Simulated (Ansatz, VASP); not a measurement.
**Two plane-wave programs on Al**

File INCAR:

```
SYSTEM = Al
PREC = Accurate
ENCUT = 520
EDIFF = 1E-7
ISMEAR = 0
SIGMA = 0.15
LREAL = .FALSE.
LASPH = .TRUE.
NELM = 80
ALGO = Fast
ISIF = 2
LWAVE = .FALSE.
LCHARG = .FALSE.
GGA = PS
NBANDS = 22
```

The input KPOINTS:

```
Automatic mesh
0
G
  19 19 3
  0 0 0
```

The input POSCAR:

```
Al
1.0
   -2.8362844918      0.0000000000      0.0000000000
   -1.4181422459     -2.4562944223      0.0000000000
   -2.8364263060     -1.6376114913     18.6442989101
Al
8
Direct
   -0.1250062500     -0.1250062500      0.1875000000
   -0.4583562500     -0.4583562500      0.6875000000
   -0.2083604167     -0.2083604167      0.8125000000
    0.1249895833      0.1249895833      0.3125000000
   -0.6250312500     -0.6250312500      0.9375000000
   -0.2916812500     -0.2916812500      0.4375000000
    0.6249979167      0.6249979167      0.0625000000
    0.2916479167      0.2916479167      0.5625000000
```

Input for Ansatz:

```yaml
crystal:
  lattice:
    - [-2.8362844918, 0.0, 0.0]
    - [-1.4181422459, -2.4562944223, 0.0]
    - [-2.836426306, -1.6376114913, 18.6442989101]
  atoms:
    - { symbol: Al, position: [-0.12500625, -0.12500625, 0.1875] }
    - { symbol: Al, position: [-0.45835625, -0.45835625, 0.6875] }
    - { symbol: Al, position: [-0.2083604167, -0.2083604167, 0.8125] }
    - { symbol: Al, position: [0.1249895833, 0.1249895833, 0.3125] }
    - { symbol: Al, position: [-0.62503125, -0.62503125, 0.9375] }
    - { symbol: Al, position: [-0.29168125, -0.29168125, 0.4375] }
    - { symbol: Al, position: [0.6249979167, 0.6249979167, 0.0625] }
    - { symbol: Al, position: [0.2916479167, 0.2916479167, 0.5625] }
basis:
  ecutwfc: 420
kpoints:
  mp_grid: { grid: [19, 19, 3] }
hamiltonian:
  xc: pbesol
scf:
  occupations: { method: gaussian, width: 0.15 }
output:
  forces: true
  stress: true
  eigenvalues: true
```

Alike in both runs: task single point; functional PBEsol; k mesh 19 × 19 × 3; occupations gaussian, width 0.15 eV; no spin polarisation.

|  | VASP | Ansatz |
| --- | --- | --- |
| version | VASP 6.6.1 | Ansatz 0.2.0 |
| potentials or method | VASP PAW PBE potentials, release 64 (Al), cutoff 520 eV | scalar-relativistic, plane waves, PAW |
| valence electrons in the cell | 24 | 24 |

```csv
,VASP,Ansatz,Ansatz less VASP
gap on the k mesh at the Fermi level (eV),none,none,-
pressure (GPa),0.1,0.1,-0.06
"traceless stress, the component that is largest in VASP (GPa)",-0.15,-0.14,+0.001
rms of the force components (eV/Å),0.024,0.024,-0.0001
```

VASP's potentials were made for PBE, not for PBEsol. Atom by atom the forces differ by 0.000 eV/Å (rms over components). A gap of «none» marks a metal or a gap that the smearing closes.
